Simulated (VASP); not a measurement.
Crystal: Ge.

```
Ge
1.0
     5.93000    0.00000    0.00000
     0.00000    5.93000    0.00000
     0.00000    0.00000    6.98000
Ge
12
Direct
  0.09120 0.09120 0.00000
  0.40880 0.59120 0.75000
  0.90880 0.90880 0.50000
  0.59120 0.40880 0.25000
  0.17300 0.37840 0.24860
  0.12160 0.67300 0.99860
  0.82700 0.62160 0.74860
  0.87840 0.32700 0.49860
  0.67300 0.12160 0.00140
  0.62160 0.82700 0.25140
  0.32700 0.87840 0.50140
  0.37840 0.17300 0.75140
```

* Program: VASP 6.6.1
* Task: relaxation of cell and atoms
* Functional: PBE
* Potentials or basis: VASP PAW PBE potentials, release 64 (Ge_d)
* Cutoff: 500 eV
* k mesh: 3 × 3 × 3
* Occupations: fermi-dirac, width 0.05 eV
* Spin: no spin polarisation

At the start: pressure 3.8 GPa; volume 20.45 Å³/atom.

Question: Where does the relaxation end?

Answer: Over 14 steps the energy falls by 17.1 meV/atom and the volume is 21.42 Å³/atom (+4.7 %); space group P4_32_12 (No. 96, to 0.1 Å) before and after.

Step by step:
```csv
step,energy change (eV),largest force (eV/Å),pressure (GPa),volume (Å³)
1,0.0000,0.3279,3.79,245.45
2,-0.1574,0.1480,-1.18,263.04
3,-0.1762,0.1209,-0.09,258.43
4,-0.1761,0.1209,-0.19,258.70
5,-0.1824,0.1090,-0.09,258.46
6,-0.1923,0.0790,0.04,257.75
7,-0.1978,0.0583,-0.05,257.78
8,-0.1989,0.1144,-0.07,257.81
9,-0.2025,0.0799,-0.05,257.43
10,-0.2045,0.0331,-0.02,256.93
11,-0.2048,0.0190,0.02,256.88
12,-0.2049,0.0121,0.03,256.90
13,-0.2049,0.0115,0.03,256.90
14,-0.2050,0.0057,-0.01,257.08
```

Final structure:
```
CELL_PARAMETERS angstrom
5.99676 0.00000 0.00000
0.00000 5.99676 0.00000
0.00000 0.00000 7.14873
ATOMIC_POSITIONS crystal
Ge 0.08803 0.08803 0.00000
Ge 0.41197 0.58803 0.75000
Ge 0.91197 0.91197 0.50000
Ge 0.58803 0.41197 0.25000
Ge 0.17107 0.37135 0.25483
Ge 0.12865 0.67107 0.00483
Ge 0.82893 0.62865 0.75483
Ge 0.87135 0.32893 0.50483
Ge 0.67107 0.12865 0.99517
Ge 0.62865 0.82893 0.24517
Ge 0.32893 0.87135 0.49517
Ge 0.37135 0.17107 0.74517
```
